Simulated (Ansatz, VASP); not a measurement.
## One calculation of CdSe, two programs

File INCAR:

```
PREC     = Accurate       # precision mode
ENCUT    = 520            # plane-wave cutoff, eV
EDIFF    = 1E-8           # SCF threshold, eV
ISMEAR   = -1             # smearing method
SIGMA    = 0.08           # smearing width, eV
LREAL    = False          # projectors in reciprocal space
LASPH    = True           # aspherical terms in the spheres
NELM     = 100            # most SCF steps
ALGO     = Normal         # electronic algorithm
ISIF     = 2              # what is computed and relaxed
LWAVE    = False          # write WAVECAR
LCHARG   = False          # write CHGCAR
GGA      = PE             # functional
LEFG     = True         
NBANDS   = 16             # bands
```

Contents of KPOINTS:

```
Automatic mesh
0
Gamma
  3 3 3
```

The input POSCAR:

```
CdSe
1.0
    0.0000000000      3.0980507512      3.0980507512
    3.0980507512      0.0000000000      3.0980507512
    3.0980507512      3.0980507512      0.0000000000
Cd Se
1 1
Direct
    0.0000000000      0.0000000000      0.0000000000
    0.2500000000      0.2500000000      0.2500000000
```

Input for Ansatz:

```yaml
crystal:
  lattice:
    - [0.0, 3.0980507512, 3.0980507512]
    - [3.0980507512, 0.0, 3.0980507512]
    - [3.0980507512, 3.0980507512, 0.0]
  atoms:
    - { symbol: Cd, position: [0.0, 0.0, 0.0] }
    - { symbol: Se, position: [0.25, 0.25, 0.25] }
kpoints:
  mp_grid: { grid: [3, 3, 3] }
scf:
  occupations: { method: fermi_dirac, width: 0.08 }
hamiltonian:
  xc: pbe
  pseudopotentials: { kind: paw }
output:
  forces: true
  stress: true
  eigenvalues: true
  efg: { contact_densities: true }
```

Alike in both runs: task electric field gradients; functional PBE; k mesh 3 × 3 × 3; occupations fermi-dirac, width 0.08 eV; no spin polarisation.

```csv
,VASP,Ansatz
version,VASP 6.6.1,Ansatz 0.2.0
potentials or method,"VASP PAW PBE potentials, release 64 (Cd, Se)","PAW with Ansatz's default frozen-core files, scalar-relativistic"
plane-wave cutoff (eV),520,420
valence electrons in the cell,18,36
```

VASP gave:

| Item | Value |
| --- | --- |
| pressure (GPa) | 1.0 |

**Question.** What did Ansatz give for the same quantities?

**Answer.** Pressure (GPa): 0.7.

VASP's potentials hold 18 valence electrons a cell and Ansatz's 36, so a difference there can come from the potentials and not from the codes.

The k mesh is coarse, so the values compare programs but aren't converged.
